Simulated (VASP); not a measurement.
Here is a VASP 6.6.1 calculation.

Contents of INCAR:

```
SYSTEM = Fe
PREC     = Accurate       ! precision mode
ENCUT    = 520            ! plane-wave cutoff, eV
EDIFF    = 1E-6           ! SCF threshold, eV
ISMEAR   = -1             ! smearing method
SIGMA    = 0.1            ! smearing width, eV
LREAL    = .FALSE.        ! projectors in reciprocal space
LASPH    = .TRUE.         ! aspherical terms in the spheres
NELM     = 150            ! most SCF steps
ALGO     = Normal         ! electronic algorithm
ISIF     = 2              ! what is computed and relaxed
LWAVE    = .FALSE.        ! write WAVECAR
LCHARG   = .TRUE.         ! write CHGCAR
ISPIN    = 2              ! spin polarisation
MAGMOM   = 3.19 3.19      ! initial moments
LORBIT   = 11             ! projections on sites
LMAXMIX  = 4              ! l up to which the mixer works
LDAU     = .TRUE.         ! DFT+U
LDAUTYPE = 2            
LDAUL    = 2              ! shell
LDAUU    = 3.3            ! U, eV
LDAUJ    = 0            
LDAUPRINT= 1            
GGA      = PE             ! functional
LELF     = .TRUE.         ! ELF
LVHAR    = .TRUE.       
NBANDS   = 19             ! bands
```

KPOINTS

```
Automatic mesh
0
G
  12 6 12
  0 0 0
```

File POSCAR:

```
Fe
1.0
   -1.4550000000      1.4550000000      1.4550000000
    2.9100000000     -2.9100000000      2.9100000000
    1.4550000000      1.4550000000     -1.4550000000
Fe
2
Direct
    0.0000000000      0.0000000000      0.0000000000
    0.0000000000      0.5000000000      0.0000000000
```

Potentials or basis: VASP PAW PBE potentials, release 64 (Fe).

The run is started by

```sh
$ cat potpaw_PBE.64/Fe/POTCAR > POTCAR
$ mpirun -np 1 vasp_std > vasp.out
```

Q: Predict the net moment.

A: 5.64 μB per cell.

Q: Estimate the site moments.

A: Fe +2.92 μB.

Eigenvalues of the final occupation matrices:
```csv
site,spin,trace,eigenvalues
site 1 d,1,4.63,0.92 0.92 0.92 0.93 0.93
site 1 d,2,1.58,0.21 0.21 0.39 0.39 0.39
site 2 d,1,4.63,0.92 0.92 0.92 0.93 0.93
site 2 d,2,1.58,0.21 0.21 0.39 0.39 0.39
```

Caveat: the U is typed as a test and isn't derived for this compound. The state reached can hang on the start; a lower one may exist.
